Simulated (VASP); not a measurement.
# Si16C16O (a cell with a defect) in VASP: further runs, part 2 of 2

VASP 6.6.1. The steps go on from the part before.

## Step 4: Single point, PBE

Input file INCAR:

```
SYSTEM = Si16C16O
ALGO = Normal
EDIFF = 1E-6
ENCUT = 520
GGA = PE
GGA_COMPAT = .False.
ISIF = 2
ISMEAR = -1
LASPH = .True.
LCHARG = .False.
LREAL = Auto
LWAVE = .False.
NBANDS = 89
NELECT = 136.0
NELM = 120
PREC = Accurate
SIGMA = 0.01
```

Input file KPOINTS:

```
k-points
0
Gamma
  1 1 1
  0 0 0
```

Input file POSCAR:

```
Si16C16O
1.0
    6.1879230300      0.0000000600      0.0000000000
   -3.0939615600      5.3588985100      0.0000000000
    0.0000000000      0.0000000000     10.1287833600
Si C O
16 16 1
Direct
    0.3231533922      0.1750510816      0.9352154808
    0.1655229049      0.3326957931      0.4386596931
   -0.0007810856      0.0000716565      0.6896086876
   -0.0033317882     -0.0049741565      0.1889820260
    0.3231417311      0.6479932348      0.9351974135
    0.1665583661      0.8331956617      0.4360482245
   -0.0007941066      0.4990072111      0.6896313952
   -0.0033268463      0.5015381417      0.1889694874
    0.8502271293      0.1750697363      0.9351831966
    0.6650061211      0.3316468780      0.4360402274
    0.4988382461     -0.0006400625      0.6774817622
    0.4988461250     -0.0006297992      0.1816901334
    0.8321511048      0.6660357429      0.9482356033
    0.6650172392      0.8332141301      0.4360279851
    0.4981332489      0.4989965690      0.6895986173
    0.5031802725      0.5015407485      0.1889908128
    0.3375765235      0.1606346861      0.7378326433
    0.1655072560      0.3327010181      0.2498731496
   -0.0022263953     -0.0028196093      0.4987023437
   -0.0088539029     -0.0159941449      0.0087501131
    0.3375934566      0.6768275184      0.7378590038
    0.1666397701      0.8332589210      0.2500856134
   -0.0022370407      0.5004371692      0.4987211021
   -0.0088458257      0.5070566266      0.0087217780
    0.8213811940      0.1606191924      0.7378748004
    0.6649494373      0.3315690635      0.2500852185
    0.4988713649     -0.0006510722      0.4911851526
    0.4988291351     -0.0006204689     -0.0051410913
    0.8321642980      0.6660288385      0.7549979823
    0.6649530566      0.8332632073      0.2500869956
    0.5010388241      0.5004476134      0.4986957288
    0.5141976295      0.5070594198      0.0087702537
    0.1655532536      0.3327073627      0.8775219771
```

Started as:

```
cat potpaw_PBE.64/Si/POTCAR potpaw_PBE.64/C/POTCAR potpaw_PBE.64/O/POTCAR > POTCAR
mpirun -np 1 vasp_gam > vasp.out
```

Wall time 38 s (1 thread of Intel Xeon 6975P-C (Granite Rapids), shared host); peak memory 0.4 GiB.

It converged, with:

```
Free energy   : -205.7117 eV
Largest force : 0.036 eV/Å
```

Forces in eV/Å, atoms in the order of the input:
```
Si   0.029 -0.017  0.007
Si   0.002  0.001  0.012
Si  -0.002 -0.008  0.004
Si   0.002 -0.003 -0.001
Si   0.002  0.035  0.009
Si  -0.003 -0.001  0.006
Si  -0.007  0.003  0.003
Si  -0.002  0.001 -0.001
Si  -0.029 -0.018  0.011
Si   0.000  0.005  0.004
Si   0.001 -0.001 -0.003
Si  -0.001 -0.001  0.006
Si   0.001  0.001  0.011
Si   0.004 -0.003  0.006
Si   0.006  0.005  0.006
Si   0.002  0.000  0.000
C    0.006 -0.005 -0.001
C    0.005  0.004 -0.007
C    0.000  0.003  0.001
C   -0.001 -0.004 -0.015
C   -0.004  0.007 -0.004
C   -0.004 -0.003  0.002
C    0.004 -0.002 -0.001
C   -0.004  0.000 -0.014
C   -0.009 -0.004 -0.007
C    0.001  0.008  0.002
C    0.002  0.003 -0.005
C   -0.002 -0.002  0.005
C   -0.003 -0.002 -0.013
C    0.006  0.000  0.001
C   -0.003 -0.003  0.003
C    0.003  0.000 -0.014
O   -0.002 -0.002 -0.014
```

Levels at points of the mesh, in eV from the Fermi level:
```
           k point  band 65  band 66  band 67  band 68  band 69  band 70  band 71  band 72
(0.00, 0.00, 0.00)    -0.65    -0.29    -0.29    -0.27     1.25     1.28     1.28     1.74
```

Caveat: the k points lie up to 1.17 Å⁻¹ apart; the cell carries a net charge on a neutralising background, which shifts energy and pressure; the cell is charged against a uniform background, so pressure and absolute levels hang on convention.

## Step 5: Single point, PBE

Input file INCAR:

```
SYSTEM = Si16C16O
ALGO = Normal ; EDIFF = 1E-6
ENCUT = 520 ; GGA = PE
GGA_COMPAT = .FALSE. ; ISIF = 2
ISMEAR = -1 ; LASPH = .TRUE.
LCHARG = .TRUE. ; LELF = .TRUE.
LREAL = Auto ; LVHAR = .TRUE.
LWAVE = .FALSE. ; NBANDS = 89
NELECT = 136.0 ; NELM = 120
PREC = Accurate ; SIGMA = 0.01
```

Input file KPOINTS:

```
k-points
0
G
  1 1 1
  0 0 0
```

Input file POSCAR:

```
Si16C16O
1.0
    6.1879230300      0.0000000600      0.0000000000
   -3.0939615600      5.3588985100      0.0000000000
    0.0000000000      0.0000000000     10.1287833600
Si C O
16 16 1
Direct
    0.3321910667      0.1660343032      0.9482262241
    0.1650322981      0.3331871254      0.4360439791
   -0.0017690247     -0.0009459033      0.6896376151
    0.0032177304      0.0015417347      0.1889526049
    0.3502182704      0.6750431963      0.9351889228
    0.1650303021      0.8317155068      0.4360439791
   -0.0011506216      0.4993556036      0.6774727779
   -0.0011543586      0.4993516849      0.1816600212
    0.8231566064      0.1479684583      0.9351864546
    0.6665082400      0.3331908519      0.4360348961
    0.4991757774     -0.0009582249      0.6896416629
    0.4966607651      0.0015406095      0.1889560604
    0.8231636078      0.6750500954      0.9351845788
    0.6655267215      0.8327030176      0.4386627537
    0.4991804056      0.5000187940      0.6896391947
    0.4966594419      0.4949826845      0.1889607993
    0.3322168557      0.1660525905      0.7549673765
    0.1649598804      0.3332375089      0.2501054579
    0.0010512703      0.0004648343      0.4987283093
    0.0142377127      0.0070501427      0.0087159530
    0.3213808511      0.6606281075      0.7378585102
    0.1649592273      0.8315820839      0.2501048655
   -0.0011497751      0.4993585893      0.4911887068
   -0.0011504118      0.4993514983     -0.0051507667
    0.8375846112      0.1768141248      0.7378634466
    0.6666142142      0.3332373167      0.2501050630
    0.4977657572      0.0004612833      0.4987198186
    0.4911522315      0.0070521900      0.0087246411
    0.8375909627      0.6606424703      0.7378598924
    0.6655184011      0.8326921944      0.2498598213
    0.4977685764      0.4971870554      0.4987168567
    0.4911594591      0.4839746388      0.0087294788
   -0.3345132266     -0.1673282258      0.8776057977
```

Started as:

```
cat potpaw_PBE.64/Si/POTCAR potpaw_PBE.64/C/POTCAR potpaw_PBE.64/O/POTCAR > POTCAR
mpirun -np 1 vasp_gam > vasp.out
```

It took 46 s on 1 thread of Intel Xeon 6975P-C (Granite Rapids), shared host; peak memory 0.4 GiB.

The run converged. Its results:

```
Free energy   : -205.7117 eV
Largest force : 0.038 eV/Å
```

Forces on the atoms (eV/Å):
```
Si   0.001  0.001  0.012
Si  -0.003  0.002  0.006
Si  -0.004 -0.003 -0.001
Si  -0.001 -0.001  0.005
Si  -0.031 -0.018  0.011
Si   0.001 -0.003  0.006
Si  -0.001  0.000 -0.001
Si  -0.001 -0.001  0.015
Si  -0.001  0.037  0.010
Si   0.003  0.002  0.010
Si   0.004 -0.002 -0.003
Si   0.001  0.000  0.003
Si   0.031 -0.019  0.011
Si   0.002  0.001  0.012
Si   0.001  0.004 -0.003
Si   0.001  0.000  0.003
C   -0.005 -0.002 -0.007
C    0.005  0.000 -0.005
C   -0.003 -0.003  0.001
C    0.003  0.001 -0.010
C   -0.008 -0.005 -0.004
C    0.001  0.006 -0.005
C    0.004  0.003 -0.007
C   -0.003 -0.002  0.006
C   -0.002  0.007 -0.002
C   -0.002  0.001 -0.007
C    0.004 -0.003  0.000
C   -0.005  0.002 -0.014
C    0.004 -0.004 -0.001
C    0.006  0.004 -0.009
C    0.000  0.003  0.001
C   -0.002 -0.006 -0.013
O   -0.001  0.000 -0.022
```

Levels at points of the mesh, in eV from the Fermi level:
| k point | band 66 | band 67 | band 68 | band 69 | band 70 | band 71 |
| --- | --- | --- | --- | --- | --- | --- |
| (0.00, 0.00, 0.00) | -0.28 | -0.28 | -0.26 | 1.26 | 1.29 | 1.29 |

Caveat: the k points lie up to 1.17 Å⁻¹ apart; the cell carries a net charge on a neutralising background, which shifts energy and pressure; the cell is charged against a uniform background, so pressure and absolute levels hang on convention.
